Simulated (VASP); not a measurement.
# GeSe (Pnma) in VASP: single point with PBE+D3(BJ)

Aim: the single point of GeSe with PBE+D3(BJ).

Program: VASP 6.6.1. These are calculated values, not measurements. Logs are shortened: lines on timing, memory, paths and dates and some standing lists are left out, and cuts for length are marked.

### 1 The cell of the first run

The structure is orthorhombic, space group Pnma (No. 62). The conventional cell has a = 10.960 Å, b = 3.877 Å, c = 4.430 Å, α = 90.00°, β = 90.00°, γ = 90.00°. Ge (site symmetry m) has 6 Se at 2.58 to 3.40 Å within 3.4 Å. Se (site symmetry m) has 6 Ge at 2.58 to 3.40 Å within 3.4 Å.

### 2 Single point, PBE+D3(BJ)

INCAR

```
SYSTEM = GeSe
ALGO     = Normal         ! electronic algorithm
EDIFF    = 1E-7           ! SCF threshold, eV
ENCUT    = 520            ! plane-wave cutoff, eV
GGA      = PE             ! functional
ISIF     = 2              ! what is computed and relaxed
ISMEAR   = 0              ! smearing method
IVDW     = 12             ! dispersion correction
LASPH    = .TRUE.         ! aspherical terms in the spheres
LCHARG   = .FALSE.        ! write CHGCAR
LREAL    = Auto         
LWAVE    = .FALSE.        ! write WAVECAR
NBANDS   = 94             ! bands
NELM     = 80             ! most SCF steps
PREC     = Accurate       ! precision mode
SIGMA    = 0.01           ! smearing width, eV
```

KPOINTS

```
Automatic mesh
0
Gamma
  3 3 2
  0 0 0.5
```

POSCAR

```
GeSe
1.0
    0.0000000000      3.8765427348     -4.4301029367
    0.0000000000      3.8765427348      4.4301029367
   10.9599057377      0.0000000000      0.0000000000
Ge Se
8 8
Direct
    0.9320786101      0.8179213899      0.1232228235
    0.4320786101      0.3179213899      0.1232228235
    0.0679213899      0.6820786101      0.6232228235
    0.5679213899      0.1820786101      0.6232228235
    0.9320786101      0.3179213899      0.3767771765
    0.4320786101      0.8179213899      0.3767771765
    0.0679213899      0.1820786101      0.8767771765
    0.5679213899      0.6820786101      0.8767771765
    0.1239873871      0.6260126129      0.8546473717
    0.6239873871      0.1260126129      0.8546473717
    0.8760126129      0.8739873871      0.3546473717
    0.3760126129      0.3739873871      0.3546473717
    0.1239873871      0.1260126129      0.6453526283
    0.6239873871      0.6260126129      0.6453526283
    0.8760126129      0.3739873871      0.1453526283
    0.3760126129      0.8739873871      0.1453526283
```

Potentials or basis: VASP PAW PBE potentials, release 64 (Ge_d, Se).

Launch:

```bash
$ cat potpaw_PBE.64/Ge_d/POTCAR potpaw_PBE.64/Se/POTCAR > POTCAR
$ mpirun -np 1 vasp_std > vasp.out
```

OUTCAR:

```text
SYSTEM = GeSe
   EDIFF = 1E-7
   ENCUT = 520
   GGA = PE
   ISIF = 2
   ISMEAR = 0
   IVDW = 12
   LASPH = .TRUE.
   LREAL = Auto
   NELM = 80
   PREC = Accurate
 IVDW          = 12

 ion  position               nearest neighbor table
   1  0.932  0.818  0.123-  11 2.58  15 2.60  16 2.60
   2  0.432  0.318  0.123-  12 2.58  15 2.60  16 2.60
   3  0.068  0.682  0.623-   9 2.58  13 2.60  14 2.60
   4  0.568  0.182  0.623-  10 2.58  13 2.60  14 2.60
   5  0.932  0.318  0.377-  15 2.58  12 2.60  11 2.60
   6  0.432  0.818  0.377-  16 2.58  12 2.60  11 2.60
[... 8 lines left out ...]
  15  0.876  0.374  0.145-   5 2.58   2 2.60   1 2.60
  16  0.376  0.874  0.145-   6 2.58   2 2.60   1 2.60

  LATTYP: Found a base centered orthorhombic cell.
 ALAT       =     7.7530854696
 B/A-ratio  =     1.1427973944
 C/A-ratio  =     1.4136185885

  Lattice vectors:

 A1 = (   0.0000000000,   3.8765427348,  -4.4301029367)
 A2 = (   0.0000000000,   3.8765427348,   4.4301029367)
 A3 = (  10.9599057377,   0.0000000000,   0.0000000000)

Analysis of symmetry for initial positions (statically):
=====================================================================
 Subroutine PRICEL returns following result:

  LATTYP: Found a simple orthorhombic cell.
 ALAT       =     3.8765427348
 B/A-ratio  =     1.1427973944
 C/A-ratio  =     2.8272371769

  Lattice vectors:

 A1 = (   0.0000000000,   3.8765427348,   0.0000000000)
 A2 = (   0.0000000000,   0.0000000000,   4.4301029367)
 A3 = (  10.9599057377,   0.0000000000,   0.0000000000)

   2 primitive cells build up your supercell.

 Routine SETGRP: Setting up the symmetry group for a
 base centered orthorhombic supercell.

 Subroutine GETGRP returns: Found  8 space group operations
 (whereof  2 operations were pure point group operations)
 out of a pool of  8 trial point group operations.

The static configuration has the point symmetry S_2 .
 The point group associated with its full space group is D_2h.

Analysis of symmetry for dynamics (positions and initial velocities):
=====================================================================
 Subroutine PRICEL returns following result:

  LATTYP: Found a simple orthorhombic cell.
 ALAT       =     3.8765427348
 B/A-ratio  =     1.1427973944
 C/A-ratio  =     2.8272371769

  Lattice vectors:

 A1 = (   0.0000000000,   3.8765427348,   0.0000000000)
 A2 = (   0.0000000000,   0.0000000000,   4.4301029367)
 A3 = (  10.9599057377,   0.0000000000,   0.0000000000)

   2 primitive cells build up your supercell.

 Routine SETGRP: Setting up the symmetry group for a
 base centered orthorhombic supercell.

 Subroutine GETGRP returns: Found  8 space group operations
 (whereof  2 operations were pure point group operations)
 out of a pool of  8 trial point group operations.

The dynamic configuration has the point symmetry S_2 .
 The point group associated with its full space group is D_2h.

 Subroutine INISYM returns: Found  8 space group operations
 (whereof  2 operations are pure point group operations),
 and found     2 'primitive' translations

----------------------------------------------------------------------------------------

                                     Primitive cell

  volume of cell :     188.2198

  direct lattice vectors                    reciprocal lattice vectors
     0.000000000  3.876542735  0.000000000     0.000000000  0.257961815  0.000000000
     0.000000000  0.000000000  4.430102937     0.000000000  0.000000000  0.225728389
    10.959905738  0.000000000  0.000000000     0.091241661  0.000000000  0.000000000

  length of vectors
     3.876542735  4.430102937 10.959905738     0.257961815  0.225728389  0.091241661

  position of ions in fractional coordinates (direct lattice)
     0.750000000  0.885842780  0.123222824
     0.750000000  0.614157220  0.623222824
     0.250000000  0.385842780  0.376777176
     0.250000000  0.114157220  0.876777176
     0.750000000  0.502025226  0.854647372
     0.750000000  0.997974774  0.354647372
     0.250000000  0.002025226  0.645352628
     0.250000000  0.497974774  0.145352628

  ion indices of the primitive-cell ions
   primitive index   ion index
                 1           1
                 2           3
                 3           5
                 4           7
                 5           9
                 6          11
                 7          13
                 8          15

----------------------------------------------------------------------------------------

 KPOINTS: Automatic mesh

Automatic generation of k-mesh.
 Grid dimensions read from file:
 generate k-points for:    3    3    2

 Generating k-lattice:

  Cartesian coordinates                     Fractional coordinates (reciprocal lattice)
     0.000000000  0.042993636 -0.037621398     0.333333333  0.000000000  0.000000000
     0.000000000  0.042993636  0.037621398     0.000000000  0.333333333  0.000000000
     0.045620830  0.000000000  0.000000000     0.000000000  0.000000000  0.500000000

  Length of vectors
     0.057129872  0.057129872  0.045620830

  Shift w.r.t. Gamma in fractional coordinates (k-lattice)
     0.000000000  0.000000000  0.500000000

 Subroutine IBZKPT returns following result:
 ===========================================

 Found      4 irreducible k-points:

 Following reciprocal coordinates:
            Coordinates               Weight
  0.000000  0.000000  0.250000      2.000000
  0.333333 -0.000000  0.250000      8.000000
  0.333333  0.333333  0.250000      4.000000
 -0.333333  0.333333  0.250000      4.000000
   k-points           NKPTS =      4   k-points in BZ     NKDIM =      4   number of bands    NBANDS=     94
   number of dos      NEDOS =    301   number of ions     NIONS =     16
   total plane-waves  NPLWV = 193536
   dimension x,y,z NGX =    48 NGY =   48 NGZ =   84
   dimension x,y,z NGXF=    96 NGYF=   96 NGZF=  168
   ions per type =               8   8
   NGX,Y,Z   is equivalent  to a cutoff of  13.56, 13.56, 12.74 a.u.
   NGXF,Y,Z  is equivalent  to a cutoff of  27.11, 27.11, 25.48 a.u.
 SYSTEM =  GeSe
   PREC   = accura    normal or accurate (medium, high low for compatibility)
   ISTART =      0    job   : 0-new  1-cont  2-samecut
   ICHARG =      2    charge: 1-file 2-atom 10-const
   ISPIN  =      1    spin polarized calculation?
   LNONCOLLINEAR =      F non collinear calculations
   LSORBIT =      F    spin-orbit coupling
   LASPH  =      T    aspherical Exc in radial PAW
   ENCUT  =  520.0 eV  38.22 Ry    6.18 a.u.  10.95 10.95 20.38*2*pi/ulx,y,z
   NELM   =     80;   NELMIN=  2; NELMDL= -5     # of ELM steps
   EDIFF  = 0.1E-06   stopping-criterion for ELM
   LREAL  =      T    real-space projection
   EDIFFG = 0.1E-05   stopping-criterion for IOM
   NSW    =      0    number of steps for IOM
   IBRION =     -1    ionic relax: 0-MD 1-quasi-New 2-CG
   NFREE  =      0    steps in history (QN), initial steepest desc. (CG)
   ISIF   =      2    stress and relaxation
   ISYM   =      2    0-nonsym 1-usesym 2-fastsym
   POTIM  = 0.5000    time-step for ionic-motion
   TEBEG  =    0.0;   TEEND  =   0.0 temperature during run
   PSTRESS=    0.0 pullay stress
   NELECT =     160.0000    total number of electrons
   NUPDOWN=      -1.0000    fix difference up-down
   EMIN   =  10.00;   EMAX   =-10.00  energy-range for DOS
   EFERMI =   0.00;   METHOD = LEGACY
   ISMEAR =     0;   SIGMA  =   0.01  broadening in eV -4-tet -1-fermi 0-gaus
   EFERMI_NEDOS =   21; number of points for ismear=-14 and -15
   IALGO  =     38    algorithm
   IMIX   =      4    mixing-type and parameters
     AMIX     =   0.40;   BMIX     =  1.00
     AMIX_MAG =   1.60;   BMIX_MAG =  1.00
  volume/ion in A,a.u.               =      23.53       158.77
  Fermi-wavevector in a.u.,A,eV,Ry     =   1.230882  2.326030 20.613786  1.515071
  Thomas-Fermi vector in A             =   2.365713
   LORBIT       =      0    0 simple, 1 ext, 2 COOP (PROOUT), +10 PAW based schemes
   GGA     = PE    functional components
   LHFCALC =     F    Hartree Fock is set to
   AEXX    =    0.0000 exact exchange contribution
   IVDW    =    12    specifies the selected vdW correction
   LEPSILON=     F    determine dielectric tensor
   LRPA    =     F    only Hartree local field effects (RPA)
 non-spin polarized calculation
 Gauss-broadening in eV      SIGMA  =   0.01
  energy-cutoff  :      520.00
  volume of cell :      376.44
 maximum number of plane-waves:     10161
 NGX is ok and might be reduce to    48
   NGX = 21   NGY = 21   NGZ = 41

 number of electron     159.9999910 magnetization

 Free energy of the ion-electron system (eV)
  ---------------------------------------------------
  ext. energy  EPLUGINS =         0.00000000
  ---------------------------------------------------
  free energy    TOTEN  =       -67.73228915 eV

  energy without entropy =      -67.73228915  energy(sigma->0) =      -67.73228915

 E-fermi :   4.0745     XC(G=0):  -9.8208

 val. band max:        4.0224486276   @ k =  -0.3333   0.3333   0.2500
 cond. band min:       5.0446798105   @ k =   0.3333   0.3333   0.2500
 fundamental gap:      1.0222311829
 Fermi energy:         4.0744713030

 k-point     1 :       0.0000    0.0000    0.2500
  band No.  band energies     occupation
      1     -20.4417      2.00000
      2     -20.4417      2.00000
      3     -20.4413      2.00000
      4     -20.4413      2.00000
      5     -20.4390      2.00000
      6     -20.4377      2.00000
[... 84 lines left out ...]
     91       7.7128      0.00000
     92       8.1358      0.00000

 k-point     2 :       0.3333   -0.0000    0.2500
  band No.  band energies     occupation
      1     -20.4406      2.00000
      2     -20.4403      2.00000
      3     -20.4395      2.00000
      4     -20.4392      2.00000
      5     -20.4381      2.00000
      6     -20.4378      2.00000
[... 84 lines left out ...]
     91       7.5357      0.00000
     92       7.6992      0.00000

 k-point     3 :       0.3333    0.3333    0.2500
  band No.  band energies     occupation
      1     -20.4394      2.00000
      2     -20.4392      2.00000
      3     -20.4387      2.00000
      4     -20.4385      2.00000
      5     -20.4385      2.00000
      6     -20.4385      2.00000
[... 84 lines left out ...]
     91       6.7738      0.00000
     92       7.0706      0.00000

 k-point     4 :      -0.3333    0.3333    0.2500
  band No.  band energies     occupation
      1     -20.4405      2.00000
      2     -20.4405      2.00000
      3     -20.4402      2.00000
      4     -20.4402      2.00000
      5     -20.4378      2.00000
      6     -20.4368      2.00000
[... 84 lines left out ...]
     91       7.0092      0.00000
     92       7.2162      0.00000
 [bands above 92 left out]

------------------------ aborting loop because EDIFF is reached ----------------------------------------

 Edisp (eV)   -5.72681

 E8    (eV) :    -2.4613

  FORCE on cell =-STRESS in cart. coord.  units (eV):
  Direction    XX          YY          ZZ          XY          YZ          ZX
  --------------------------------------------------------------------------------------
  -------------------------------------------------------------------------------------
  Total       1.42607    -0.32841    -0.38516     0.00000     0.00000     0.00000
  in kB       6.06956    -1.39774    -1.63931     0.00000     0.00000     0.00000
  external pressure =        1.01 kB  Pullay stress =        0.00 kB

 VOLUME and BASIS-vectors are now :
 -----------------------------------------------------------------------------
  energy-cutoff  :      520.00
  volume of cell :      376.44
      direct lattice vectors                 reciprocal lattice vectors
     0.000000000  3.876542735 -4.430102937     0.000000000  0.128980908 -0.112864195
     0.000000000  3.876542735  4.430102937     0.000000000  0.128980908  0.112864195
    10.959905738  0.000000000  0.000000000     0.091241661  0.000000000  0.000000000

 POSITION                                       TOTAL-FORCE (eV/Angst)
 -----------------------------------------------------------------------------------
      1.35051      6.78395     -0.50573        -0.085490      0.000000      0.005495
      1.35051      2.90741     -0.50573        -0.085490      0.000000      0.005495
      6.83046      2.90741      2.72078        -0.085490      0.000000     -0.005495
      6.83046      2.90741     -1.70932        -0.085490      0.000000     -0.005495
      4.12944      4.84568     -2.72078         0.085490      0.000000      0.005495
      4.12944      4.84568      1.70932         0.085490      0.000000      0.005495
[... 8 lines left out ...]
      1.59305      4.84568     -2.22402        -0.144923      0.000000     -0.021435
      1.59305      4.84568      2.20608        -0.144923      0.000000     -0.021435
 -----------------------------------------------------------------------------------
    total drift:                               -0.000000     -0.000000     -0.000000

  FREE ENERGIE OF THE ION-ELECTRON SYSTEM (eV)
  ---------------------------------------------------
  free  energy   TOTEN  =       -73.4591031632 eV

  energy  without entropy=      -73.4591031632  energy(sigma->0) =      -73.45910316
```

It took 6 min on 1 thread of AMD EPYC 7R13 (Zen 3), shared host; peak memory 0.46 GiB.

Results:

```
Free energy                : -73.4591 eV
Pressure                   : 0.1 GPa
Largest force              : 0.146 eV/Å
Band gap on the k mesh     : 1.02 eV
Dispersion energy per atom : -0.358 eV
```

Forces in eV/Å, atoms in the order of the input:
```
Ge  -0.085  0.000  0.005
Ge  -0.085  0.000  0.005
Ge  -0.085  0.000 -0.005
Ge  -0.085  0.000 -0.005
Ge   0.085  0.000  0.005
Ge   0.085  0.000  0.005
Ge   0.085  0.000 -0.005
Ge   0.085  0.000 -0.005
Se   0.145  0.000  0.021
Se   0.145  0.000  0.021
Se   0.145  0.000 -0.021
Se   0.145  0.000 -0.021
Se  -0.145  0.000  0.021
Se  -0.145  0.000  0.021
Se  -0.145  0.000 -0.021
Se  -0.145  0.000 -0.021
```
